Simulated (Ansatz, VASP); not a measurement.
# One calculation of Ta2SiN2, two programs

File INCAR:

```
PREC = Accurate ; ENCUT = 600
EDIFF = 1E-6 ; ISMEAR = 0
SIGMA = 0.1 ; LREAL = False
LASPH = True ; NELM = 200
ALGO = Normal ; ISIF = 2
LWAVE = False ; LCHARG = False
ISPIN = 2 ; MAGMOM = 1 1 1 1 0 0 0 0 0 0
LORBIT = 11 ; LMAXMIX = 4
GGA = PE ; NBANDS = 51
GGA_COMPAT = False
```

KPOINTS

```
regular mesh
0
Gamma
  4 4 4
```

The input POSCAR:

```
Ta2SiN2
1.0
    4.2281251569      0.0000000000      0.0000000000
    0.0000000000      4.8108117338      0.0000000000
    0.0000000000      0.0000000000      6.8603855400
Ta Si N
4 2 4
Direct
    0.0000000000      0.5000000000      0.4944254281
    0.5000000000      0.0000000000      0.5055745719
    0.5000000000      0.5000000000      0.1976428845
    0.0000000000      0.0000000000      0.8023571155
    0.0000000000      0.5000000000      0.9343901849
    0.5000000000      0.0000000000      0.0656098151
    0.0000000000      0.5000000000      0.1980899734
    0.5000000000      0.0000000000      0.8019100266
    0.5000000000      0.5000000000      0.5099183930
    0.0000000000      0.0000000000      0.4900816070
```

Input for Ansatz:

```yaml
crystal:
  lattice:
    - [4.2281251569, 0.0, 0.0]
    - [0.0, 4.8108117338, 0.0]
    - [0.0, 0.0, 6.86038554]
  atoms:
    - { symbol: Ta, position: [0.0, 0.5, 0.4944254281], spin: 1.0 }
    - { symbol: Ta, position: [0.5, 0.0, 0.5055745719], spin: 1.0 }
    - { symbol: Ta, position: [0.5, 0.5, 0.1976428845], spin: 1.0 }
    - { symbol: Ta, position: [0.0, 0.0, 0.8023571155], spin: 1.0 }
    - { symbol: Si, position: [0.0, 0.5, 0.9343901849] }
    - { symbol: Si, position: [0.5, 0.0, 0.0656098151] }
    - { symbol: "N", position: [0.0, 0.5, 0.1980899734] }
    - { symbol: "N", position: [0.5, 0.0, 0.8019100266] }
    - { symbol: "N", position: [0.5, 0.5, 0.509918393] }
    - { symbol: "N", position: [0.0, 0.0, 0.490081607] }
basis:
  ecutwfc: 420
kpoints:
  mp_grid: { grid: [4, 4, 4] }
hamiltonian:
  xc: pbe
scf:
  occupations: { method: gaussian, width: 0.1 }
  lower_state_search: "off"
output:
  forces: true
  stress: true
  eigenvalues: true
  populations: true
magnetization:
  spin_polarized: true
```

Alike in both runs: task single point; functional PBE; k mesh 4 × 4 × 4; occupations gaussian, width 0.1 eV; collinear spin.

|  | VASP | Ansatz |
| --- | --- | --- |
| version | VASP 6.6.1 | Ansatz 0.2.0 |
| potentials or method | VASP PAW PBE potentials, release 64 (Ta_pv, Si, N), cutoff 600 eV | scalar-relativistic, plane waves, PAW |
| valence electrons in the cell | 72 | 80 |

```tsv
	VASP	Ansatz	Ansatz less VASP
gap on the k mesh at the Fermi level (eV)	none	none	-
pressure (GPa)	-2.5	-2.7	-0.23
traceless stress, the component that is largest in VASP (GPa)	-3.68	-3.48	+0.197
rms of the force components (eV/Å)	0.305	0.320	+0.0152
net moment per atom (μB)	0.00	0.00	0.000
```

Atom by atom the forces differ by 0.018 eV/Å (rms over components). A gap of «none» marks a metal or a gap that the smearing closes. VASP's potentials hold 72 valence electrons a cell and Ansatz's 80, so a difference there can come from the potentials and not from the codes. Ansatz's warnings: seeded moment not kept.

The k mesh is coarse, so the values compare programs but aren't converged. Neither program's run includes spin-orbit coupling.
